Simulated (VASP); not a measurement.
# Na (Fm-3m) in VASP: further runs

Na is run at these levels: PBEsol; tasks: single point, relaxation of volume and atoms at fixed shape.

All numbers are computed with VASP 6.6.1; they aren't measurements. Logs are shortened: lines on timing, memory, paths and dates and some standing lists are left out, and cuts for length are marked.

### Step 1. The cell of the first run

The structure is cubic, space group Fm-3m (No. 225). Conventional cell: a = 5.251 Å, b = 5.251 Å, c = 5.251 Å, α = 90.00°, β = 90.00°, γ = 90.00°. Within 4.9 Å of Na (site symmetry m-3m) lie 12 Na at 3.71 Å.

This isn't the form of Na at room conditions, which is bcc.

### Step 2. Single point, PBEsol

INCAR reads:

```
ALGO = Normal
EDIFF = 1E-6
ENCUT = 520
GGA = PS
ISIF = 2
ISMEAR = 1
LASPH = T
LCHARG = T
LELF = T
LREAL = F
LVHAR = T
LWAVE = F
NBANDS = 22
NELM = 60
PREC = Accurate
SIGMA = 0.1
```

KPOINTS reads:

```
k-points
0
Gamma
  5 5 5
```

POSCAR reads:

```
Na
1.0
    5.2510357619      0.0000000000      0.0000000000
    0.0000000000      5.2510357619      0.0000000000
    0.0000000000      0.0000000000      5.2510357619
Na
4
Direct
    0.0000000000      0.0000000000      0.0000000000
    0.0000000000      0.5000000000      0.5000000000
    0.5000000000      0.0000000000      0.5000000000
    0.5000000000      0.5000000000      0.0000000000
```

Potentials or basis: VASP PAW PBE potentials, release 64 (Na_pv).

Command:

```
> cat potpaw_PBE.64/Na_pv/POTCAR > POTCAR
> mpirun -np 1 vasp_std > vasp.out
```

OUTCAR:

```text
EDIFF = 1E-6
   ENCUT = 520
   GGA = PS
   ISIF = 2
   ISMEAR = 1
   LASPH = T
   LREAL = F
   NELM = 60
   PREC = Accurate

 ion  position               nearest neighbor table
   1  0.000  0.000  0.000-
   2  0.000  0.500  0.500-
   3  0.500  0.000  0.500-
   4  0.500  0.500  0.000-

  LATTYP: Found a simple cubic cell.
 ALAT       =     5.2510357619

  Lattice vectors:

 A1 = (   5.2510357619,   0.0000000000,   0.0000000000)
 A2 = (   0.0000000000,   5.2510357619,   0.0000000000)
 A3 = (   0.0000000000,   0.0000000000,   5.2510357619)

Analysis of symmetry for initial positions (statically):
=====================================================================
 Subroutine PRICEL returns following result:

  LATTYP: Found a face centered cubic cell.
 ALAT       =     5.2510357619

  Lattice vectors:

 A1 = (   2.6255178809,  -2.6255178809,   0.0000000000)
 A2 = (   2.6255178809,   0.0000000000,   2.6255178809)
 A3 = (   0.0000000000,  -2.6255178809,   2.6255178810)

   4 primitive cells build up your supercell.

 Routine SETGRP: Setting up the symmetry group for a
 simple cubic supercell.

 Subroutine GETGRP returns: Found 48 space group operations
 (whereof 48 operations were pure point group operations)
 out of a pool of 48 trial point group operations.

The static configuration has the point symmetry O_h .

Analysis of symmetry for dynamics (positions and initial velocities):
=====================================================================
 Subroutine PRICEL returns following result:

  LATTYP: Found a face centered cubic cell.
 ALAT       =     5.2510357619

  Lattice vectors:

 A1 = (   2.6255178809,  -2.6255178809,   0.0000000000)
 A2 = (   2.6255178809,   0.0000000000,   2.6255178809)
 A3 = (   0.0000000000,  -2.6255178809,   2.6255178810)

   4 primitive cells build up your supercell.

 Routine SETGRP: Setting up the symmetry group for a
 simple cubic supercell.

 Subroutine GETGRP returns: Found 48 space group operations
 (whereof 48 operations were pure point group operations)
 out of a pool of 48 trial point group operations.

The dynamic configuration has the point symmetry O_h .

 Subroutine INISYM returns: Found 48 space group operations
 (whereof 48 operations are pure point group operations),
 and found     4 'primitive' translations

----------------------------------------------------------------------------------------

                                     Primitive cell

  volume of cell :      36.1972

  direct lattice vectors                    reciprocal lattice vectors
     2.625517881 -2.625517881  0.000000000     0.190438619 -0.190438619 -0.190438619
     2.625517881  0.000000000  2.625517881     0.190438619  0.190438619  0.190438619
     0.000000000 -2.625517881  2.625517881    -0.190438619 -0.190438619  0.190438619

  length of vectors
     3.713042995  3.713042995  3.713042995     0.329849364  0.329849364  0.329849364

  position of ions in fractional coordinates (direct lattice)
     0.000000000  0.000000000  0.000000000

  ion indices of the primitive-cell ions
   primitive index   ion index
                 1           1

----------------------------------------------------------------------------------------

 KPOINTS: k-points

Automatic generation of k-mesh.
 Grid dimensions read from file:
 generate k-points for:    5    5    5

 Generating k-lattice:

  Cartesian coordinates                     Fractional coordinates (reciprocal lattice)
     0.038087724  0.000000000  0.000000000     0.200000000  0.000000000  0.000000000
     0.000000000  0.038087724  0.000000000     0.000000000  0.200000000  0.000000000
     0.000000000  0.000000000  0.038087724     0.000000000  0.000000000  0.200000000

  Length of vectors
     0.038087724  0.038087724  0.038087724

  Shift w.r.t. Gamma in fractional coordinates (k-lattice)
     0.000000000  0.000000000  0.000000000

 Subroutine IBZKPT returns following result:
 ===========================================

 Found     10 irreducible k-points:

 Following reciprocal coordinates:
            Coordinates               Weight
  0.000000  0.000000  0.000000      1.000000
  0.200000  0.000000  0.000000      6.000000
  0.400000  0.000000  0.000000      6.000000
  0.200000  0.200000  0.000000     12.000000
  0.400000  0.200000  0.000000     24.000000
  0.400000  0.400000  0.000000     12.000000
  0.200000  0.200000  0.200000      8.000000
  0.400000  0.200000  0.200000     24.000000
  0.400000  0.400000  0.200000     24.000000
  0.400000  0.400000  0.400000      8.000000
   k-points           NKPTS =     10   k-points in BZ     NKDIM =     10   number of bands    NBANDS=     22
   number of dos      NEDOS =    301   number of ions     NIONS =      4
   total plane-waves  NPLWV =  64000
   dimension x,y,z NGX =    40 NGY =   40 NGZ =   40
   dimension x,y,z NGXF=    80 NGYF=   80 NGZF=   80
   ions per type =               4
   NGX,Y,Z   is equivalent  to a cutoff of  12.66, 12.66, 12.66 a.u.
   NGXF,Y,Z  is equivalent  to a cutoff of  25.33, 25.33, 25.33 a.u.
 SYSTEM =  unknown system
   PREC   = accura    normal or accurate (medium, high low for compatibility)
   ISTART =      0    job   : 0-new  1-cont  2-samecut
   ICHARG =      2    charge: 1-file 2-atom 10-const
   ISPIN  =      1    spin polarized calculation?
   LNONCOLLINEAR =      F non collinear calculations
   LSORBIT =      F    spin-orbit coupling
   LASPH  =      T    aspherical Exc in radial PAW
   ENCUT  =  520.0 eV  38.22 Ry    6.18 a.u.   9.76  9.76  9.76*2*pi/ulx,y,z
   NELM   =     60;   NELMIN=  2; NELMDL= -5     # of ELM steps
   EDIFF  = 0.1E-05   stopping-criterion for ELM
   LREAL  =      F    real-space projection
   EDIFFG = 0.1E-04   stopping-criterion for IOM
   NSW    =      0    number of steps for IOM
   IBRION =     -1    ionic relax: 0-MD 1-quasi-New 2-CG
   NFREE  =      0    steps in history (QN), initial steepest desc. (CG)
   ISIF   =      2    stress and relaxation
   ISYM   =      2    0-nonsym 1-usesym 2-fastsym
   POTIM  = 0.5000    time-step for ionic-motion
   TEBEG  =    0.0;   TEEND  =   0.0 temperature during run
   PSTRESS=    0.0 pullay stress
   NELECT =      28.0000    total number of electrons
   NUPDOWN=      -1.0000    fix difference up-down
   EMIN   =  10.00;   EMAX   =-10.00  energy-range for DOS
   EFERMI =   0.00;   METHOD = LEGACY
   ISMEAR =     1;   SIGMA  =   0.10  broadening in eV -4-tet -1-fermi 0-gaus
   EFERMI_NEDOS =   21; number of points for ismear=-14 and -15
   IALGO  =     38    algorithm
   IMIX   =      4    mixing-type and parameters
     AMIX     =   0.40;   BMIX     =  1.00
     AMIX_MAG =   1.60;   BMIX_MAG =  1.00
  volume/ion in A,a.u.               =      36.20       244.27
  Fermi-wavevector in a.u.,A,eV,Ry     =   0.946708  1.789018 12.194293  0.896255
  Thomas-Fermi vector in A             =   2.074731
   LORBIT       =      0    0 simple, 1 ext, 2 COOP (PROOUT), +10 PAW based schemes
   GGA     = PS    functional components
   LHFCALC =     F    Hartree Fock is set to
   AEXX    =    0.0000 exact exchange contribution
   IVDW    =     0    specifies the selected vdW correction
   LEPSILON=     F    determine dielectric tensor
   LRPA    =     F    only Hartree local field effects (RPA)
 non-spin polarized calculation
 Methfessel and Paxton  Order N= 1 SIGMA  =   0.10
  energy-cutoff  :      520.00
  volume of cell :      144.79
 maximum number of plane-waves:      3906
 NGX is ok and might be reduce to    40
   NGX = 19   NGY = 19   NGZ = 19

 number of electron      28.0000037 magnetization

 Free energy of the ion-electron system (eV)
  ---------------------------------------------------
  ext. energy  EPLUGINS =         0.00000000
  ---------------------------------------------------
  free energy    TOTEN  =        -5.64223512 eV

  energy without entropy =       -5.64319924  energy(sigma->0) =       -5.64255649

 E-fermi :   0.1867     XC(G=0):  -6.5640

 val. band max:        0.1107051449   @ k =   0.4000   0.4000   0.2000
 cond. band min:       0.5364945528   @ k =   0.2000   0.0000   0.0000
 fundamental gap:      0.4257894079
 Fermi energy:         0.1866985915

 k-point     1 :       0.0000    0.0000    0.0000
  band No.  band energies     occupation
      1     -24.4255      2.00000
      2     -24.4255      2.00000
      3     -24.4255      2.00000
      4     -24.4032      2.00000
      5     -24.4032      2.00000
      6     -24.4032      2.00000
[... 14 lines left out ...]
     21       6.7044      0.00000
     22       6.7044      0.00000

 k-point     2 :       0.2000    0.0000    0.0000
  band No.  band energies     occupation
      1     -24.4233      2.00000
      2     -24.4233      2.00000
      3     -24.4221      2.00000
      4     -24.4053      2.00000
      5     -24.4053      2.00000
      6     -24.4033      2.00000
[... 14 lines left out ...]
     21       5.3004      0.00000
     22       6.5587      0.00000

 k-point     3 :       0.4000    0.0000    0.0000
  band No.  band energies     occupation
      1     -24.4177      2.00000
      2     -24.4177      2.00000
      3     -24.4133      2.00000
      4     -24.4109      2.00000
      5     -24.4109      2.00000
      6     -24.4035      2.00000
[... 14 lines left out ...]
     21       5.3644      0.00000
     22       5.3644      0.00000
[... 126 lines left out ...]
 k-point     9 :       0.4000    0.4000    0.2000
  band No.  band energies     occupation
      1     -24.4226      2.00000
      2     -24.4215      2.00000
      3     -24.4215      2.00000
      4     -24.4176      2.00000
      5     -24.4039      2.00000
      6     -24.4007      2.00000
[... 14 lines left out ...]
     21       6.4421      0.00000
     22       7.3617      0.00000

 k-point    10 :       0.4000    0.4000    0.4000
  band No.  band energies     occupation
      1     -24.4261      2.00000
      2     -24.4261      2.00000
      3     -24.4261      2.00000
      4     -24.4240      2.00000
      5     -24.3966      2.00000
      6     -24.3966      2.00000
[... 14 lines left out ...]
     21       8.8986      0.00000
     22       8.8986      0.00000

------------------------ aborting loop because EDIFF is reached ----------------------------------------

  FORCE on cell =-STRESS in cart. coord.  units (eV):
  Direction    XX          YY          ZZ          XY          YZ          ZX
  --------------------------------------------------------------------------------------
  -------------------------------------------------------------------------------------
  Total       -0.0043258     -0.0043258     -0.0043258     -0.0000000     -0.0000000      0.0000000
  in kB       -0.0478677     -0.0478677     -0.0478677     -0.0000000     -0.0000000      0.0000000
  external PRESSURE =      -0.0478677 kB  Pullay stress =       0.0000000 kB

 VOLUME and BASIS-vectors are now :
 -----------------------------------------------------------------------------
  energy-cutoff  :      520.00
  volume of cell :      144.79
      direct lattice vectors                 reciprocal lattice vectors
     5.251035762  0.000000000  0.000000000     0.190438619  0.000000000  0.000000000
     0.000000000  5.251035762  0.000000000     0.000000000  0.190438619  0.000000000
     0.000000000  0.000000000  5.251035762     0.000000000  0.000000000  0.190438619

 POSITION                                       TOTAL-FORCE (eV/Angst)
 -----------------------------------------------------------------------------------
      0.00000      0.00000      0.00000        -0.000000      0.000000     -0.000000
      0.00000      2.62552      2.62552         0.000000     -0.000000      0.000000
      2.62552      0.00000      2.62552         0.000000      0.000000     -0.000000
      2.62552      2.62552      0.00000         0.000000     -0.000000      0.000000
 -----------------------------------------------------------------------------------
    total drift:                               -0.000000      0.000000     -0.000000

  FREE ENERGIE OF THE ION-ELECTRON SYSTEM (eV)
  ---------------------------------------------------
  free  energy   TOTEN  =        -5.6422351224 eV

  energy  without entropy=       -5.6431992360  energy(sigma->0) =       -5.64255649
```

Run time: 30 s. Hardware: 1 thread of Oxide Virtual Turin-like, shared host; peak memory 0.19 GiB.

Results:

* Free energy: -5.6422 eV
* Pressure: 0.0 GPa
* Band gap on the k mesh: zero (bands 14 and 15 overlap by 2.26 eV)

Levels at points of the mesh, in eV from the Fermi level:
| k point | band 10 | band 11 | band 12 | band 13 | band 14 | band 15 | band 16 | band 17 |
| --- | --- | --- | --- | --- | --- | --- | --- | --- |
| (0.00, 0.00, 0.00) | -24.58 | -24.58 | -24.58 | -3.14 | 1.97 | 1.97 | 1.97 | 2.54 |

Caveat: the PAW data sets were made with another functional, which shifts forces and pressure a little.

### Step 3. Relaxation of volume and atoms at fixed shape, PBEsol

This run uses another cell than the first one, of 39.15 Å³/atom.

INCAR reads:

```
SYSTEM = Na
PREC = Accurate ; ENCUT = 600
EDIFF = 1E-6 ; ISMEAR = 1
SIGMA = 0.1 ; LREAL = .FALSE.
LASPH = .TRUE. ; NELM = 80
ALGO = Normal ; ISIF = 8
LWAVE = .FALSE. ; LCHARG = .FALSE.
GGA = PS ; IBRION = 2
NSW = 80 ; EDIFFG = -0.02
```

KPOINTS reads:

```
Automatic mesh
0
G
  5 5 5
  0 0 0
```

POSCAR reads:

```
Na
1.0
    5.3900000000      0.0000000000      0.0000000000
    0.0000000000      5.3900000000      0.0000000000
    0.0000000000      0.0000000000      5.3900000000
Na
4
Direct
    0.0000000000      0.0000000000      0.0000000000
    0.0000000000      0.5000000000      0.5000000000
    0.5000000000      0.0000000000      0.5000000000
    0.5000000000      0.5000000000      0.0000000000
```

Potentials or basis: VASP PAW PBE potentials, release 64 (Na_pv).

Command:

```
> cat potpaw_PBE.64/Na_pv/POTCAR > POTCAR
> mpirun -np 1 vasp_std > vasp.out
```

Wall time 2.2 min (1 thread of Oxide Virtual Turin-like, shared host); peak memory 0.28 GiB.

The run converged. Its results:

```yaml
Free_energy: -5.6437 eV
Relaxed_volume: 36.00 Å³/atom
Relaxed_cell: a = 5.241 Å, b = 5.241 Å, c = 5.241 Å, α = 90.00°, β = 90.00°, γ = 90.00°
Space_group_after_relaxing_to_0.1_Å: Fm-3m (No. 225)
Energy_gained_by_relaxing: 5.5 meV/atom
Ionic_steps: 4
Pressure_after_relaxing: 0.0 GPa
Band_gap_on_the_k_mesh: zero (bands 14 and 15 overlap by 2.27 eV)
```

Step by step:
| step | energy change (eV) | largest force (eV/Å) | pressure (GPa) | volume (Å³) |
| --- | --- | --- | --- | --- |
| 1 | 0.0000 | 0.0000 | -0.54 | 156.59 |
| 2 | -0.0090 | 0.0000 | -0.43 | 153.62 |
| 3 | -0.0214 | 0.0000 | -0.11 | 146.36 |
| 4 | -0.0220 | 0.0000 | 0.02 | 144.00 |

Final structure:
```cif
data_structure
_symmetry_space_group_name_H-M 'P 1'
_symmetry_Int_Tables_number 1
_cell_length_a 5.2415
_cell_length_b 5.2415
_cell_length_c 5.2415
_cell_angle_alpha 90.000
_cell_angle_beta 90.000
_cell_angle_gamma 90.000
_cell_volume 144.00
loop_
_atom_site_label
_atom_site_type_symbol
_atom_site_fract_x
_atom_site_fract_y
_atom_site_fract_z
_atom_site_occupancy
Na1 Na 0.00000 0.00000 0.00000 1
Na2 Na 0.00000 0.50000 0.50000 1
Na3 Na 0.50000 0.00000 0.50000 1
Na4 Na 0.50000 0.50000 0.00000 1
```

Levels at points of the mesh, in eV from the Fermi level:
```
           k point  band 11  band 12  band 13  band 14  band 15  band 16
(0.00, 0.00, 0.00)   -24.57   -24.57    -3.15     1.98     1.98     1.98
```

Caveat: the PAW data sets were made with another functional, which shifts forces and pressure a little.

The gap in the log of VASP goes by the Fermi energy; the results here count the filled bands.